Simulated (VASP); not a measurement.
# N in VASP: notebook

The runs below take N through single point, with PBE+D3(BJ).

All numbers are computed with VASP 6.6.1; they aren't measurements. Logs are shortened: lines on timing, memory, paths and dates and some standing lists are left out, and cuts for length are marked.

### Step 1. The cell of the first run

The cell holds a disordered packing, 24 atoms: a = 8.862 Å, b = 8.862 Å, c = 8.862 Å, α = 90.00°, β = 90.00°, γ = 90.00°.

### Step 2. Single point, PBE+D3(BJ)

File INCAR:

```
PREC = Accurate
ENCUT = 910
EDIFF = 1E-6
ISMEAR = -1
SIGMA = 0.05
LREAL = Auto
LASPH = T
NELM = 120
ALGO = Normal
ISIF = 2
LWAVE = F
LCHARG = F
GGA = PE
IVDW = 12
NBANDS = 78
GGA_COMPAT = F
```

File KPOINTS:

```
regular mesh
0
Gamma
  1 1 1
```

File POSCAR:

```
N
1.0
    8.8620950000      0.0000000000      0.0000000000
    0.0000000000      8.8620950000      0.0000000000
    0.0000000000      0.0000000000      8.8620950000
N
24
Direct
    0.2489140547      0.4730032797      0.3844012054
    0.2292798712      0.4062019195      0.2818069542
   -0.2472101687      0.8795550036      0.1964095397
   -0.1523116148      0.8589842470      0.2763116396
    0.7646047577      0.5401882963      0.4120470385
    0.7101255403      0.5972966889      0.5072841128
    0.1399330519      0.7578456336      0.5911130495
    0.1369766404      0.8835833965      0.5894655835
    0.7513347578      0.8571111007      0.8108466452
    0.8486593746      0.8678309136      0.7365639840
    0.4036404484      0.7999237201      0.2326312232
    0.4191672511      0.7413258377      0.3429098876
    0.7937062286      0.3212784336      0.7659475553
    0.9096381837      0.2725314951      0.7694117474
    0.8373415090      0.6160168673      1.0912543817
    0.8067844003      0.5288252947      1.0096483958
    0.5661528115      0.2256689868      0.2424595990
    0.6279102176      0.3247764778      0.1977184853
    0.4550616982      0.0269123723      0.6284969863
    0.5500956602      0.0280746257      0.5401657283
    0.4384516302      0.4713106777      0.7867214242
    0.4879997337      0.5041810091      0.6773680490
    0.1809730092      0.7578794856      0.9615220780
    0.2275195651      0.8553282266      0.8968985325
```

Potentials or basis: VASP PAW PBE potentials, release 64 (N_h).

Command:

```bash
> cat potpaw_PBE.64/N_h/POTCAR > POTCAR
> mpirun -np 1 vasp_gam > vasp.out
```

OUTCAR:

```text
PREC = Accurate
   ENCUT = 910
   EDIFF = 1E-6
   ISMEAR = -1
   LREAL = Auto
   LASPH = T
   NELM = 120
   ISIF = 2
   GGA = PE
   IVDW = 12
 IVDW          = 12

 ion  position               nearest neighbor table
   1  0.249  0.473  0.384-   2 1.10
   2  0.229  0.406  0.282-   1 1.10
   3  0.753  0.880  0.196-   4 1.11
   4  0.848  0.859  0.276-   3 1.11
   5  0.765  0.540  0.412-   6 1.10
   6  0.710  0.597  0.507-   5 1.10
[... 16 lines left out ...]
  23  0.181  0.758  0.962-  24 1.12
  24  0.228  0.855  0.897-  23 1.12

  LATTYP: Found a simple cubic cell.
 ALAT       =     8.8620950000

  Lattice vectors:

 A1 = (   8.8620950000,   0.0000000000,   0.0000000000)
 A2 = (   0.0000000000,   8.8620950000,   0.0000000000)
 A3 = (   0.0000000000,   0.0000000000,   8.8620950000)

Analysis of symmetry for initial positions (statically):
=====================================================================
 Subroutine PRICEL returns:
 Original cell was already a primitive cell.

 Routine SETGRP: Setting up the symmetry group for a
 simple cubic supercell.

 Subroutine GETGRP returns: Found  1 space group operations
 (whereof  1 operations were pure point group operations)
 out of a pool of 48 trial point group operations.

The static configuration has the point symmetry C_1 .

Analysis of symmetry for dynamics (positions and initial velocities):
=====================================================================
 Subroutine PRICEL returns:
 Original cell was already a primitive cell.

 Routine SETGRP: Setting up the symmetry group for a
 simple cubic supercell.

 Subroutine GETGRP returns: Found  1 space group operations
 (whereof  1 operations were pure point group operations)
 out of a pool of 48 trial point group operations.

The dynamic configuration has the point symmetry C_1 .

 Subroutine INISYM returns: Found  1 space group operations
 (whereof  1 operations are pure point group operations),
 and found     1 'primitive' translations

----------------------------------------------------------------------------------------

                                     Primitive cell

  volume of cell :     695.9999

  direct lattice vectors                    reciprocal lattice vectors
     8.862095000  0.000000000  0.000000000     0.112840135  0.000000000  0.000000000
     0.000000000  8.862095000  0.000000000     0.000000000  0.112840135  0.000000000
     0.000000000  0.000000000  8.862095000     0.000000000  0.000000000  0.112840135

  length of vectors
     8.862095000  8.862095000  8.862095000     0.112840135  0.112840135  0.112840135

  position of ions in fractional coordinates (direct lattice)
     0.248914055  0.473003280  0.384401205
     0.229279871  0.406201919  0.281806954
     0.752789831  0.879555004  0.196409540
     0.847688385  0.858984247  0.276311640
     0.764604758  0.540188296  0.412047038
     0.710125540  0.597296689  0.507284113
[... 16 lines left out ...]
     0.180973009  0.757879486  0.961522078
     0.227519565  0.855328227  0.896898533

  ion indices of the primitive-cell ions
   primitive index   ion index
                 1           1
                 2           2
                 3           3
                 4           4
                 5           5
                 6           6
[... 16 lines left out ...]
                23          23
                24          24

----------------------------------------------------------------------------------------

 KPOINTS: regular mesh

Automatic generation of k-mesh.
 Grid dimensions read from file:
 generate k-points for:    1    1    1

 Generating k-lattice:

  Cartesian coordinates                     Fractional coordinates (reciprocal lattice)
     0.112840135  0.000000000  0.000000000     1.000000000  0.000000000  0.000000000
     0.000000000  0.112840135  0.000000000     0.000000000  1.000000000  0.000000000
     0.000000000  0.000000000  0.112840135     0.000000000  0.000000000  1.000000000

  Length of vectors
     0.112840135  0.112840135  0.112840135

  Shift w.r.t. Gamma in fractional coordinates (k-lattice)
     0.000000000  0.000000000  0.000000000

 Subroutine IBZKPT returns following result:
 ===========================================

 Found      1 irreducible k-points:

 Following reciprocal coordinates:
            Coordinates               Weight
  0.000000  0.000000  0.000000      1.000000
   k-points           NKPTS =      1   k-points in BZ     NKDIM =      1   number of bands    NBANDS=     78
   number of dos      NEDOS =    301   number of ions     NIONS =     24
   total plane-waves  NPLWV = 729000
   dimension x,y,z NGX =    90 NGY =   90 NGZ =   90
   dimension x,y,z NGXF=   180 NGYF=  180 NGZF=  180
   ions per type =              24
   NGX,Y,Z   is equivalent  to a cutoff of  16.88, 16.88, 16.88 a.u.
   NGXF,Y,Z  is equivalent  to a cutoff of  33.77, 33.77, 33.77 a.u.
 SYSTEM =  unknown system
   PREC   = accura    normal or accurate (medium, high low for compatibility)
   ISTART =      0    job   : 0-new  1-cont  2-samecut
   ICHARG =      2    charge: 1-file 2-atom 10-const
   ISPIN  =      1    spin polarized calculation?
   LNONCOLLINEAR =      F non collinear calculations
   LSORBIT =      F    spin-orbit coupling
   LASPH  =      T    aspherical Exc in radial PAW
   ENCUT  =  910.0 eV  66.88 Ry    8.18 a.u.  21.80 21.80 21.80*2*pi/ulx,y,z
   NELM   =    120;   NELMIN=  2; NELMDL= -5     # of ELM steps
   EDIFF  = 0.1E-05   stopping-criterion for ELM
   LREAL  =      T    real-space projection
   EDIFFG = 0.1E-04   stopping-criterion for IOM
   NSW    =      0    number of steps for IOM
   IBRION =     -1    ionic relax: 0-MD 1-quasi-New 2-CG
   NFREE  =      0    steps in history (QN), initial steepest desc. (CG)
   ISIF   =      2    stress and relaxation
   ISYM   =      2    0-nonsym 1-usesym 2-fastsym
   POTIM  = 0.5000    time-step for ionic-motion
   TEBEG  =    0.0;   TEEND  =   0.0 temperature during run
   PSTRESS=    0.0 pullay stress
   NELECT =     120.0000    total number of electrons
   NUPDOWN=      -1.0000    fix difference up-down
   EMIN   =  10.00;   EMAX   =-10.00  energy-range for DOS
   EFERMI =   0.00;   METHOD = LEGACY
   ISMEAR =    -1;   SIGMA  =   0.05  broadening in eV -4-tet -1-fermi 0-gaus
   EFERMI_NEDOS =   21; number of points for ismear=-14 and -15
   IALGO  =     38    algorithm
   IMIX   =      4    mixing-type and parameters
     AMIX     =   0.40;   BMIX     =  1.00
     AMIX_MAG =   1.60;   BMIX_MAG =  1.00
  volume/ion in A,a.u.               =      29.00       195.70
  Fermi-wavevector in a.u.,A,eV,Ry     =   0.911169  1.721859 11.295946  0.830229
  Thomas-Fermi vector in A             =   2.035417
   LORBIT       =      0    0 simple, 1 ext, 2 COOP (PROOUT), +10 PAW based schemes
   GGA     = PE    functional components
   LHFCALC =     F    Hartree Fock is set to
   AEXX    =    0.0000 exact exchange contribution
   IVDW    =    12    specifies the selected vdW correction
   LEPSILON=     F    determine dielectric tensor
   LRPA    =     F    only Hartree local field effects (RPA)
 non-spin polarized calculation
  energy-cutoff  :      910.00
  volume of cell :      696.00
 maximum number of plane-waves:     21754
 NGX is ok and might be reduce to    90
   NGX = 43   NGY = 43   NGZ = 43

 number of electron     119.9999999 magnetization

 Free energy of the ion-electron system (eV)
  ---------------------------------------------------
  ext. energy  EPLUGINS =         0.00000000
  ---------------------------------------------------
  free energy    TOTEN  =      -200.89637932 eV

  energy without entropy =     -200.89637932  energy(sigma->0) =     -200.89637932

 E-fermi :  -5.4169     XC(G=0):  -5.4580

 val. band max:       -6.6872957405   @ k =   0.0000   0.0000   0.0000
 cond. band min:       0.2358300211   @ k =   0.0000   0.0000   0.0000
 fundamental gap:      6.9231257616
 Fermi energy:        -5.4168800156

 k-point     1 :       0.0000    0.0000    0.0000
  band No.  band energies     occupation
      1     -25.5415      2.00000
      2     -25.3413      2.00000
      3     -25.3148      2.00000
      4     -25.2996      2.00000
      5     -25.1996      2.00000
      6     -25.1073      2.00000
[... 64 lines left out ...]
     71       0.7960      0.00000
     72       0.8698      0.00000
 [bands above 72 left out]

------------------------ aborting loop because EDIFF is reached ----------------------------------------

 Edisp (eV)   -1.04991

 E8    (eV) :    -0.2542

  FORCE on cell =-STRESS in cart. coord.  units (eV):
  Direction    XX          YY          ZZ          XY          YZ          ZX
  --------------------------------------------------------------------------------------
  -------------------------------------------------------------------------------------
  Total      -3.71575    -1.14558    -1.10865     0.90905     4.20396     0.78217
  in kB      -8.55358    -2.63711    -2.55209     2.09261     9.67742     1.80053
  external pressure =       -4.58 kB  Pullay stress =        0.00 kB

 VOLUME and BASIS-vectors are now :
 -----------------------------------------------------------------------------
  energy-cutoff  :      910.00
  volume of cell :      696.00
      direct lattice vectors                 reciprocal lattice vectors
     8.862095000  0.000000000  0.000000000     0.112840135  0.000000000  0.000000000
     0.000000000  8.862095000  0.000000000     0.000000000  0.112840135  0.000000000
     0.000000000  0.000000000  8.862095000     0.000000000  0.000000000  0.112840135

 POSITION                                       TOTAL-FORCE (eV/Angst)
 -----------------------------------------------------------------------------------
      2.20590      4.19180      3.40660        -0.006559      0.142906      0.486925
      2.03190      3.59980      2.49740        -0.115065     -0.314901     -0.495038
      6.67130      7.79470      1.74060         1.286112      0.118737      1.278524
      7.51230      7.61240      2.44870        -1.325019      0.671189     -0.920942
      6.77600      4.78720      3.65160         0.443393     -0.518756     -0.591422
      6.29320      5.29330      4.49560         0.001096      0.673615      0.528251
[... 16 lines left out ...]
      1.60380      6.71640      8.52110         0.620557      1.344623     -0.876559
      2.01630      7.58000      7.94840        -0.583277     -1.347289      1.149765
 -----------------------------------------------------------------------------------
    total drift:                                0.006262      0.013646      0.004045

  FREE ENERGIE OF THE ION-ELECTRON SYSTEM (eV)
  ---------------------------------------------------
  free  energy   TOTEN  =      -201.9462927693 eV

  energy  without entropy=     -201.9462927693  energy(sigma->0) =     -201.94629277
```

It took 2.5 min on 1 thread of Intel Xeon 6975P-C (Granite Rapids), shared host; peak memory 1.1 GiB.

Results:

```
Free energy                : -201.9463 eV
Pressure                   : -0.5 GPa
Largest force              : 5.710 eV/Å
Dispersion energy per atom : -0.044 eV
```

Forces in eV/Å, atoms in the order of the input:
```
N   -0.007  0.143  0.487
N   -0.115 -0.315 -0.495
N    1.286  0.119  1.279
N   -1.325  0.671 -0.921
N    0.443 -0.519 -0.591
N    0.001  0.674  0.528
N   -0.024  1.716 -0.169
N    0.109 -1.755 -0.260
N   -1.587 -0.182  1.218
N    1.344  0.209 -1.080
N    0.212 -0.789  1.527
N   -0.134  0.929 -1.553
N    1.596 -0.824 -0.108
N   -1.541  0.621 -0.073
N    0.586  0.405  0.573
N   -0.359 -0.843 -0.923
N    0.369  0.609 -0.311
N   -0.512 -0.774  0.281
N    4.199  0.113 -3.868
N   -4.150 -0.048  3.915
N    0.034  0.053  0.006
N   -0.462 -0.209  0.266
N    0.621  1.345 -0.877
N   -0.583 -1.347  1.150
```

Stress tensor (GPa, compression positive):
```
-0.86  0.21  0.18
 0.21 -0.26  0.97
 0.18  0.97 -0.26
```

Levels at points of the mesh, in eV from the Fermi level:
```
           k point  band 58  band 59  band 60  band 61  band 62  band 63
(0.00, 0.00, 0.00)    -1.47    -1.32    -1.27     5.65     5.73     5.79
```

Caveat: the k points lie up to 0.71 Å⁻¹ apart; the cutoff is under 1.25 times the usual one of these potentials, so pressure, stress and relaxed cells hold a basis-set (Pulay) error; the atoms stand as in a frame of molecular dynamics.

### Step 3. Single point, PBE+D3(BJ)

File INCAR:

```
SYSTEM = N
PREC = Accurate
ENCUT = 910
EDIFF = 1E-6
ISMEAR = -1
SIGMA = 0.05
LREAL = Auto
LASPH = .True.
NELM = 120
ALGO = Normal
ISIF = 2
LWAVE = .False.
LCHARG = .True.
GGA = PE
IVDW = 12
LELF = .True.
LVHAR = .True.
NBANDS = 78
GGA_COMPAT = .False.
```

File KPOINTS:

```
regular mesh
0
Gamma
  1 1 1
  0 0 0
```

File POSCAR:

```
N
1.0
    8.8620950000      0.0000000000      0.0000000000
    0.0000000000      8.8620950000      0.0000000000
    0.0000000000      0.0000000000      8.8620950000
N
24
Direct
    0.1663714957      0.3610545813      0.3462612396
    0.2002461043      0.4262536116      0.2421549306
   -0.1441419890      1.0250849263      0.2277001093
   -0.1499983920      0.9000919083      0.2278242334
    0.7861008035      0.5600594442      0.5183198781
    0.7951618664      0.5349750821      0.3934735522
    0.0578982735      0.8575286092      0.5003105925
    0.1867729922      0.8556328949      0.5054335346
    0.7378390776      0.9284824864      0.8522251228
    0.8485352504      0.8806495530      0.8329181757
    0.4971849207      0.7550923343      0.2679050495
    0.3766603721      0.7964820959      0.2717867502
    0.7449705741      0.3278344455      0.7225153872
    0.7951844344      0.2543190972      0.6305619608
    0.8651453183      0.5115946060      1.0614984380
    0.8715884901      0.6283502941      1.0213612018
    0.5661866635      0.2969388164      0.1235035282
    0.5528940956      0.3330250917      0.2403946245
    0.5050950142     -0.0603017684      0.6065270120
    0.5890142229      0.0070073724      0.5367015361
    0.4636714005      0.5166724121      0.9059821634
    0.4069805165      0.5761278795      0.8123361350
    0.1649271419      0.8213971978      1.0475965333
    0.1505287407      0.9341696292      1.0011176815
```

Potentials or basis: VASP PAW PBE potentials, release 64 (N_h).

Command:

```bash
> cat potpaw_PBE.64/N_h/POTCAR > POTCAR
> mpirun -np 1 vasp_gam > vasp.out
```

OUTCAR:

```text
SYSTEM = N
   PREC = Accurate
   ENCUT = 910
   EDIFF = 1E-6
   ISMEAR = -1
   LREAL = Auto
   LASPH = .True.
   NELM = 120
   ISIF = 2
   GGA = PE
   IVDW = 12
 IVDW          = 12

 ion  position               nearest neighbor table
   1  0.166  0.361  0.346-   2 1.13
   2  0.200  0.426  0.242-   1 1.13
   3  0.856  0.025  0.228-   4 1.11
   4  0.850  0.900  0.228-   3 1.11
   5  0.786  0.560  0.518-   6 1.13
   6  0.795  0.535  0.393-   5 1.13
[... 16 lines left out ...]
  23  0.165  0.821  0.048-  24 1.09
  24  0.151  0.934  0.001-  23 1.09

  LATTYP: Found a simple cubic cell.
 ALAT       =     8.8620950000

  Lattice vectors:

 A1 = (   8.8620950000,   0.0000000000,   0.0000000000)
 A2 = (   0.0000000000,   8.8620950000,   0.0000000000)
 A3 = (   0.0000000000,   0.0000000000,   8.8620950000)

Analysis of symmetry for initial positions (statically):
[... 192 lines left out ...]

 E-fermi :  -5.5129     XC(G=0):  -5.4756

 val. band max:       -6.8302923036   @ k =   0.0000   0.0000   0.0000
 cond. band min:       0.1837463316   @ k =   0.0000   0.0000   0.0000
 fundamental gap:      7.0140386352
 Fermi energy:        -5.5129191276

 k-point     1 :       0.0000    0.0000    0.0000
  band No.  band energies     occupation
      1     -25.4992      2.00000
      2     -25.4267      2.00000
      3     -25.2824      2.00000
      4     -25.1939      2.00000
      5     -25.1874      2.00000
      6     -25.1324      2.00000
[... 64 lines left out ...]
     71       0.7393      0.00000
     72       0.8238      0.00000
 [bands above 72 left out]

------------------------ aborting loop because EDIFF is reached ----------------------------------------

 Edisp (eV)   -1.03380

 E8    (eV) :    -0.2490

  FORCE on cell =-STRESS in cart. coord.  units (eV):
  Direction    XX          YY          ZZ          XY          YZ          ZX
  --------------------------------------------------------------------------------------
  -------------------------------------------------------------------------------------
  Total      -8.83779    -1.17421    -6.63398    -1.27736    -0.88623     4.02535
  in kB     -20.34440    -2.70301   -15.27129    -2.94046    -2.04008     9.26626
  external pressure =      -12.77 kB  Pullay stress =        0.00 kB

 VOLUME and BASIS-vectors are now :
 -----------------------------------------------------------------------------
  energy-cutoff  :      910.00
  volume of cell :      696.00
      direct lattice vectors                 reciprocal lattice vectors
     8.862095000  0.000000000  0.000000000     0.112840135  0.000000000  0.000000000
     0.000000000  8.862095000  0.000000000     0.000000000  0.112840135  0.000000000
     0.000000000  0.000000000  8.862095000     0.000000000  0.000000000  0.112840135

 POSITION                                       TOTAL-FORCE (eV/Angst)
 -----------------------------------------------------------------------------------
      1.47440      3.19970      3.06860         0.894971      1.766450     -2.820712
      1.77460      3.77750      2.14600        -0.944232     -1.754823      2.824588
      7.58469      0.22230      2.01790        -0.077044     -0.873852     -0.005035
      7.53280      7.97670      2.01900        -0.028182      0.988892      0.066608
      6.96650      4.96330      4.59340         0.286302     -0.401147     -3.806391
      7.04680      4.74100      3.48700        -0.242801      0.795872      3.703736
[... 16 lines left out ...]
      1.46160      7.27930      0.42180         0.169567     -1.918640      0.590653
      1.33400      8.27870      0.00990        -0.178853      1.948751     -0.805411
 -----------------------------------------------------------------------------------
    total drift:                                0.000290     -0.004487      0.009537

  FREE ENERGIE OF THE ION-ELECTRON SYSTEM (eV)
  ---------------------------------------------------
  free  energy   TOTEN  =      -201.9663146463 eV

  energy  without entropy=     -201.9663146463  energy(sigma->0) =     -201.96631465
```

It took 2.7 min on 1 thread of Intel Xeon 6975P-C (Granite Rapids), shared host; peak memory 1.1 GiB.

Results:

```yaml
Free_energy: -201.9663 eV
Pressure: -1.3 GPa
Largest_force: 5.169 eV/Å
Dispersion_energy_per_atom: -0.043 eV
```

Forces on the atoms (eV/Å):
```
N    0.895  1.766 -2.821
N   -0.944 -1.755  2.825
N   -0.077 -0.874 -0.005
N   -0.028  0.989  0.067
N    0.286 -0.401 -3.806
N   -0.243  0.796  3.704
N    4.975 -0.096  0.261
N   -5.168  0.102 -0.002
N   -2.758  1.217  0.593
N    2.751 -1.049 -0.688
N   -3.294  1.088  0.071
N    3.600 -1.198 -0.165
N    1.561 -2.506 -2.774
N   -1.516  2.226  3.043
N   -0.007 -0.970  0.221
N    0.044  0.679 -0.239
N    0.257 -0.687 -1.588
N   -0.203  0.494  1.686
N    2.837  2.290 -2.296
N   -2.905 -2.298  2.237
N   -0.128  0.252 -0.224
N    0.074 -0.095  0.118
N    0.170 -1.919  0.591
N   -0.179  1.949 -0.805
```

Stress tensor (GPa, compression positive):
```
-2.03 -0.29  0.93
-0.29 -0.27 -0.20
 0.93 -0.20 -1.53
```

Caveat: the k points lie up to 0.71 Å⁻¹ apart; the cutoff is under 1.25 times the usual one of these potentials, so pressure, stress and relaxed cells hold a basis-set (Pulay) error.

(Continued in part 2 of 2.)
